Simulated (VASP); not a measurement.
Wanted: the native input for a VASP 6.6.1 run.

| Quantity | Value |
| --- | --- |
| Task | single point |
| Functional | r2SCAN |
| Potentials or basis | VASP PAW PBE potentials, release 64 (Mn_pv, O) |
| Cutoff | 520 eV |
| k mesh | 10 × 10 × 10 |
| Occupations | fermi-dirac, width 0.05 eV |
| Spin | collinear spin, ferromagnetic start |
| Starting moments | [4.0, 0.0] μB |
| Hubbard terms | Mn d U = 3.0 eV |
| Dipole correction | no |
| Further INCAR settings | ALGO = Normal; EDIFF = 1e-06; NBANDS = 20 |

MnO:

```
Mn O
1.0
     0.00000    2.22391    2.22391
     2.22391    0.00000    2.22391
     2.22391    2.22391    0.00000
Mn O
1 1
Direct
  0.00000 0.00000 0.00000
  0.50000 0.50000 0.50000
```

These files were run (other wordings do the same):

POSCAR

```
MnO
1.0
    0.0000000000      2.2239077028      2.2239077028
    2.2239077028      0.0000000000      2.2239077028
    2.2239077028      2.2239077028      0.0000000000
Mn O
1 1
Direct
    0.0000000000      0.0000000000      0.0000000000
    0.5000000000      0.5000000000      0.5000000000
```

INCAR.step1

```
SYSTEM = MnO
ALGO = Normal ; EDIFF = 1E-4
ENCUT = 520 ; GGA = PE
ISMEAR = -1 ; ISPIN = 2
LASPH = .True. ; LCHARG = .False.
LDAU = .True. ; LDAUJ = 0 0
LDAUL = 2 -1 ; LDAUTYPE = 2
LDAUU = 3 0 ; LMAXMIX = 4
LREAL = .False. ; LWAVE = .True.
MAGMOM = 4 0 ; NBANDS = 20
NELM = 150 ; PREC = Accurate
SIGMA = 0.05
```

INCAR.step2

```
SYSTEM = MnO
ALGO = Normal ; EDIFF = 1E-6
ENCUT = 520 ; ISIF = 2
ISMEAR = -1 ; ISPIN = 2
ISTART = 1 ; LASPH = .True.
LCHARG = .False. ; LDAU = .True.
LDAUJ = 0 0 ; LDAUL = 2 -1
LDAUPRINT = 1 ; LDAUTYPE = 2
LDAUU = 3 0 ; LMAXMIX = 4
LMIXTAU = .True. ; LORBIT = 11
LREAL = .False. ; LWAVE = .False.
MAGMOM = 4 0 ; METAGGA = R2SCAN
NBANDS = 20 ; NELM = 150
PREC = Accurate ; SIGMA = 0.05
```

KPOINTS

```
k-points
0
Gamma
  10 10 10
  0 0 0
```

Potentials or basis: VASP PAW PBE potentials, release 64 (Mn_pv, O).

Run with:

```sh
$ cat potpaw_PBE.64/Mn_pv/POTCAR potpaw_PBE.64/O/POTCAR > POTCAR
$ cp INCAR.step1 INCAR
$ mpirun -np 1 vasp_std > vasp.out
$ cp INCAR.step2 INCAR
$ mpirun -np 1 vasp_std > vasp.out
```

It gave:

The pressure is 2.6 GPa, the band gap on the k mesh is 0.65 eV, indirect (least direct gap 3.18 eV) and the net moment is 5.00 μB per cell. The site moments are Mn +4.63; O +0.17 μB and the valence electrons inside the program's atomic spheres are Mn 11.34; O 5.04.

Caveat: the PAW data sets were made with another functional, which shifts forces and pressure a little; a cell with one magnetic atom can't hold antiferromagnetic order, which such compounds often take.

Run time: 75 s on 1 thread of Intel(R) Xeon(R) Platinum 8488C (Sapphire Rapids), with other jobs on the host, peak memory 0.17 GiB.
